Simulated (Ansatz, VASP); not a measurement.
# Two plane-wave programs on BiTe

```
CELL_PARAMETERS angstrom
0.00000 3.14920 3.14920
3.14920 0.00000 3.14920
3.14920 3.14920 0.00000
ATOMIC_POSITIONS crystal
Bi 0.00000 0.00000 0.00000
Te 0.50000 0.50000 0.50000
```

Change from the starting cell: strain -0.015 along x and y, -0.015 along z, atoms carried along.

Alike in both runs: task single point; functional PBEsol; k mesh 16 × 16 × 16; occupations gaussian, width 0.15 eV; no spin polarisation.

|  | VASP | Ansatz |
| --- | --- | --- |
| version | VASP 6.6.1 | Ansatz 0.2.0 |
| potentials or method | VASP PAW PBE potentials, release 64 (Bi_d, Te), cutoff 500 eV | scalar-relativistic, plane waves, PAW |
| valence electrons in the cell | 21 | 31 |

|  | VASP | Ansatz | Ansatz less VASP |
| --- | --- | --- | --- |
| gap on the k mesh at the Fermi level (eV) | none | none | - |
| pressure (GPa) | 2.8 | 2.8 | 0.00 |

VASP's potentials were made for PBE, not for PBEsol. A gap of «none» marks a metal or a gap that the smearing closes. With one functional, cell and mesh, what is left measures potentials, basis and numerics. VASP's potentials hold 21 valence electrons a cell and Ansatz's 31, so a difference there can come from the potentials and not from the codes.

Neither program's run includes spin-orbit coupling.
